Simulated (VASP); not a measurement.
# MgCd3Se4 (P4/mmm) in VASP: single point with PBE

Aim: the single point of MgCd3Se4 with PBE.

Everything below comes from runs of VASP 6.6.1. Logs are shortened: lines on timing, memory, paths and dates and some standing lists are left out, and cuts for length are marked.

## 1. The cell of the first run

It takes space group P4/mmm (No. 123, tetragonal). Conventional cell: a = 4.021 Å, b = 4.021 Å, c = 11.393 Å, α = 90.00°, β = 90.00°, γ = 90.00°. Mg (site symmetry 4/mmm) has 6 Se at 2.79 to 2.84 Å within 3.7 Å. Cd (site symmetry 4mm) has 6 Se at 2.83 to 2.87 Å within 3.7 Å. Cd (site symmetry 4/mmm) has 6 Se at 2.84 to 2.91 Å within 3.7 Å. Within 3.7 Å of Se (site symmetry 4mm) lie 1 Mg at 2.79 Å and 5 Cd at 2.84 to 2.91 Å. Se (site symmetry 4/mmm) has 6 Cd at 2.84 to 2.87 Å within 3.7 Å. Se (site symmetry 4/mmm) has 2 Cd at 2.83 Å and 4 Mg at 2.84 Å within 3.7 Å.

## 2. Single point, PBE

Contents of POSCAR:

```
MgCd3Se4
1.0
    4.0205403005      0.0000000000      0.0000000000
    0.0000000000      4.0205403005      0.0000000000
    0.0000000000      0.0000000000     11.3933189619
Mg Cd Se
1 3 4
Direct
    0.0000000000      0.0000000000      0.0000000000
    0.5000000000      0.5000000000      0.2480253490
    0.0000000000      0.0000000000      0.5000000000
    0.5000000000      0.5000000000      0.7519746510
    0.0000000000      0.0000000000      0.2448392012
    0.5000000000      0.5000000000      0.5000000000
    0.0000000000      0.0000000000      0.7551607988
    0.5000000000      0.5000000000      0.0000000000
```

Contents of INCAR.step1:

```
SYSTEM = MgCd3Se4
  PREC = Accurate
  ENCUT = 520
  EDIFF = 1E-7
  ISMEAR = 0
  SIGMA = 0.1
  LREAL = .FALSE.
  LASPH = .TRUE.
  NELM = 100
  ALGO = Normal
  ISIF = 2
  LWAVE = .FALSE.
  LCHARG = .TRUE.
  GGA = PE
  NBANDS = 41
```

Contents of KPOINTS.step1:

```
regular mesh
0
G
  10 10 4
  0 0 0
```

Contents of INCAR.step2:

```
SYSTEM = MgCd3Se4
  PREC = Accurate
  ENCUT = 520
  EDIFF = 1E-7
  ISMEAR = -5
  SIGMA = 0.1
  LREAL = .FALSE.
  LASPH = .TRUE.
  NELM = 100
  ALGO = Normal
  ISIF = 2
  LWAVE = .FALSE.
  LCHARG = .FALSE.
  GGA = PE
  LORBIT = 11
  NBANDS = 41
  NEDOS = 2001
  ICHARG = 11
```

Contents of KPOINTS.step2:

```
regular mesh
0
G
  15 15 6
  0 0 0
```

Potentials or basis: VASP PAW PBE potentials, release 64 (Mg, Cd, Se).

Started as:

```console
cat potpaw_PBE.64/Mg/POTCAR potpaw_PBE.64/Cd/POTCAR potpaw_PBE.64/Se/POTCAR > POTCAR
cp INCAR.step1 INCAR
cp KPOINTS.step1 KPOINTS
mpirun -np 1 vasp_std > vasp.out
cp INCAR.step2 INCAR
cp KPOINTS.step2 KPOINTS
mpirun -np 1 vasp_std > vasp.out
```

OUTCAR:

```text
SYSTEM = MgCd3Se4
   PREC = Accurate
   ENCUT = 520
   EDIFF = 1E-7
   ISMEAR = -5
   LREAL = .FALSE.
   LASPH = .TRUE.
   NELM = 100
   ISIF = 2
   GGA = PE
   LORBIT = 11
   ICHARG = 11

 ion  position               nearest neighbor table
   1  0.000  0.000  0.000-   5 2.79   7 2.79   8 2.84   8 2.84   8 2.84   8 2.84
   2  0.500  0.500  0.248-   8 2.83   5 2.84   5 2.84   5 2.84   5 2.84   6 2.87
   3  0.000  0.000  0.500-   6 2.84   6 2.84   6 2.84   6 2.84   7 2.91   5 2.91
   4  0.500  0.500  0.752-   8 2.83   7 2.84   7 2.84   7 2.84   7 2.84   6 2.87
   5  0.000  0.000  0.245-   1 2.79   2 2.84   2 2.84   2 2.84   2 2.84   3 2.91
   6  0.500  0.500  0.500-   3 2.84   3 2.84   3 2.84   3 2.84   4 2.87   2 2.87
   7  0.000  0.000  0.755-   1 2.79   4 2.84   4 2.84   4 2.84   4 2.84   3 2.91
   8  0.500  0.500  0.000-   2 2.83   4 2.83   1 2.84   1 2.84   1 2.84   1 2.84

  LATTYP: Found a simple tetragonal cell.
 ALAT       =     4.0205403005
 C/A-ratio  =     2.8337780772

  Lattice vectors:

 A1 = (   4.0205403005,   0.0000000000,   0.0000000000)
 A2 = (   0.0000000000,   4.0205403005,   0.0000000000)
 A3 = (   0.0000000000,   0.0000000000,  11.3933189619)

Analysis of symmetry for initial positions (statically):
=====================================================================
 Subroutine PRICEL returns:
 Original cell was already a primitive cell.

 Routine SETGRP: Setting up the symmetry group for a
 simple tetragonal supercell.

 Subroutine GETGRP returns: Found 16 space group operations
 (whereof 16 operations were pure point group operations)
 out of a pool of 16 trial point group operations.

The static configuration has the point symmetry D_4h.

Analysis of symmetry for dynamics (positions and initial velocities):
=====================================================================
 Subroutine PRICEL returns:
 Original cell was already a primitive cell.

 Routine SETGRP: Setting up the symmetry group for a
 simple tetragonal supercell.

 Subroutine GETGRP returns: Found 16 space group operations
 (whereof 16 operations were pure point group operations)
 out of a pool of 16 trial point group operations.

The dynamic configuration has the point symmetry D_4h.

 Subroutine INISYM returns: Found 16 space group operations
 (whereof 16 operations are pure point group operations),
 and found     1 'primitive' translations

----------------------------------------------------------------------------------------

[... 125 lines left out ...]
     AMIX     =   0.40;   BMIX     =  1.00
     AMIX_MAG =   1.60;   BMIX_MAG =  1.00
  volume/ion in A,a.u.               =      23.02       155.36
  Fermi-wavevector in a.u.,A,eV,Ry     =   1.138848  2.152110 17.646408  1.296974
  Thomas-Fermi vector in A             =   2.275552
   LORBIT       =     11    0 simple, 1 ext, 2 COOP (PROOUT), +10 PAW based schemes
   GGA     = PE    functional components
   LHFCALC =     F    Hartree Fock is set to
   AEXX    =    0.0000 exact exchange contribution
   IVDW    =     0    specifies the selected vdW correction
   LEPSILON=     F    determine dielectric tensor
   LRPA    =     F    only Hartree local field effects (RPA)
 non-spin polarized calculation
 Fermi weights with tetrahedron method with Bloechl corrections
  energy-cutoff  :      520.00
  volume of cell :      184.17
 maximum number of plane-waves:      5003
 NGX is ok and might be reduce to    30

 number of electron      61.9999986 magnetization

 Free energy of the ion-electron system (eV)
  ---------------------------------------------------
  ext. energy  EPLUGINS =         0.00000000
  ---------------------------------------------------
  free energy    TOTEN  =       -22.99928826 eV

  energy without entropy =      -22.99928826  energy(sigma->0) =      -22.99928826

 E-fermi :   2.4900     XC(G=0):  -9.8559

 val. band max:        2.5072875296   @ k =   0.4000   0.0667   0.0000
 cond. band min:       2.4393806770   @ k =   0.4667   0.4667   0.1667
 fundamental gap:     -0.0679068526
 Fermi energy:         2.4899629917

 k-point     1 :       0.0000    0.0000    0.0000
  band No.  band energies     occupation
      1     -10.4385      2.00000
      2      -9.9761      2.00000
      3      -9.9472      2.00000
      4      -9.4646      2.00000
      5      -5.5699      2.00000
      6      -5.5025      2.00000
[... 1045 lines left out ...]
     40       8.6075      0.00000
     41       8.6707      0.00000

 [... further k-points ...]

------------------------ aborting loop because EDIFF is reached ----------------------------------------

  FORCE on cell =-STRESS in cart. coord.  units (eV):
  Direction    XX          YY          ZZ          XY          YZ          ZX
  --------------------------------------------------------------------------------------
  -------------------------------------------------------------------------------------
  Total        0.2578529      0.2578529      0.2842717      0.0000000      0.0000000      0.0000000
  in kB        2.2431771      2.2431771      2.4730060      0.0000000      0.0000000      0.0000000
  external PRESSURE =       2.3197867 kB  Pullay stress =       0.0000000 kB

 VOLUME and BASIS-vectors are now :
 -----------------------------------------------------------------------------
  energy-cutoff  :      520.00
  volume of cell :      184.17
      direct lattice vectors                 reciprocal lattice vectors
     4.020540301  0.000000000  0.000000000     0.248722790  0.000000000  0.000000000
     0.000000000  4.020540301  0.000000000     0.000000000  0.248722790  0.000000000
     0.000000000  0.000000000 11.393318962     0.000000000  0.000000000  0.087770737

 POSITION                                       TOTAL-FORCE (eV/Angst)
 -----------------------------------------------------------------------------------
      0.00000      0.00000      0.00000        -0.000000     -0.000000      0.000000
      2.01027      2.01027      2.82583         0.000000      0.000000      0.005084
      0.00000      0.00000      5.69666        -0.000000     -0.000000      0.000000
      2.01027      2.01027      8.56749        -0.000000      0.000000     -0.005084
      0.00000      0.00000      2.78953        -0.000000     -0.000000     -0.015858
      2.01027      2.01027      5.69666        -0.000000     -0.000000      0.000000
      0.00000      0.00000      8.60379        -0.000000     -0.000000      0.015858
      2.01027      2.01027      0.00000        -0.000000     -0.000000      0.000000
 -----------------------------------------------------------------------------------
    total drift:                                0.000000      0.000000      0.000000

  FREE ENERGIE OF THE ION-ELECTRON SYSTEM (eV)
  ---------------------------------------------------
  free  energy   TOTEN  =       -22.9992882580 eV

  energy  without entropy=      -22.9992882580  energy(sigma->0) =      -22.99928826

 total charge

# of ion       s       p       d       tot
------------------------------------------
    1        0.138   0.103   0.025   0.266
    2        0.398   0.244   9.571  10.213
    3        0.394   0.233   9.572  10.199
    4        0.398   0.244   9.571  10.213
    5        1.457   2.377   0.017   3.851
    6        1.461   2.356   0.019   3.836
    7        1.457   2.377   0.017   3.851
    8        1.446   2.415   0.013   3.873
--------------------------------------------------
tot          7.148  10.348  28.806  46.302
```

OUTCAR.step1:

```text
SYSTEM = MgCd3Se4
   PREC = Accurate
   ENCUT = 520
   EDIFF = 1E-7
   ISMEAR = 0
   LREAL = .FALSE.
   LASPH = .TRUE.
   NELM = 100
[... 1301 lines left out ...]
      2.01027      2.01027      5.69666        -0.000000      0.000000     -0.000000
      0.00000      0.00000      8.60379        -0.000000      0.000000      0.016461
      2.01027      2.01027      0.00000        -0.000000      0.000000     -0.000000
 -----------------------------------------------------------------------------------
    total drift:                                0.000000      0.000000      0.000000

  FREE ENERGIE OF THE ION-ELECTRON SYSTEM (eV)
  ---------------------------------------------------
  free  energy   TOTEN  =       -23.0011707201 eV

  energy  without entropy=      -22.9964510474  energy(sigma->0) =      -22.99881088
```

OSZICAR.step1:

```text
N       E                     dE             d eps       ncg     rms          rms(c)
DAV:   1     0.410669043260E+03    0.41067E+03   -0.28931E+04  5222   0.137E+03
DAV:   2     0.282278436645E+01   -0.40785E+03   -0.38935E+03  5768   0.323E+02
DAV:   3    -0.243706145474E+02   -0.27193E+02   -0.26846E+02  6141   0.812E+01
DAV:   4    -0.246910757442E+02   -0.32046E+00   -0.32013E+00  5912   0.817E+00
DAV:   5    -0.246939420273E+02   -0.28663E-02   -0.28656E-02  6299   0.691E-01    0.100E+01
DAV:   6    -0.231153908890E+02    0.15786E+01   -0.30343E+00  6261   0.125E+01    0.852E+00
DAV:   7    -0.230059139580E+02    0.10948E+00   -0.11772E+00  6114   0.445E+00    0.377E+00
DAV:   8    -0.230028815705E+02    0.30324E-02   -0.11502E-01  5681   0.260E+00    0.536E-01
DAV:   9    -0.230014522323E+02    0.14293E-02   -0.18523E-02  6063   0.116E+00    0.127E-01
DAV:  10    -0.230011047985E+02    0.34743E-03   -0.16807E-03  5876   0.346E-01    0.743E-02
DAV:  11    -0.230011676469E+02   -0.62848E-04   -0.39956E-04  5963   0.963E-02    0.425E-02
DAV:  12    -0.230011721979E+02   -0.45510E-05   -0.12797E-04  6025   0.560E-02    0.142E-02
DAV:  13    -0.230011706839E+02    0.15140E-05   -0.17041E-05  5938   0.218E-02    0.308E-03
DAV:  14    -0.230011707872E+02   -0.10328E-06   -0.13047E-06  5493   0.434E-03    0.231E-03
DAV:  15    -0.230011707201E+02    0.67102E-07   -0.86292E-08  3817   0.120E-03
   1 F= -.23001171E+02 E0= -.22998811E+02  d E =-.471967E-02
```

It took 9.1 min on 1 thread of Intel Xeon 6975P-C (Granite Rapids), shared host; peak memory 0.93 GiB.

What came out:

* Valence electrons inside the program's atomic spheres: Mg 0.27; Cd 10.21, 10.20 (each value once); Se 3.85, 3.84, 3.87 (each value once)

Levels at points of the mesh, in eV from the Fermi level:
```tsv
k point	band 29	band 30	band 31	band 32	band 33	band 34
(0.00, 0.00, 0.00)	-0.52	-0.49	-0.49	-0.17	0.57	2.56
(0.00, 0.00, 0.50)	-0.89	-0.62	-0.62	0.40	0.96	2.12
```
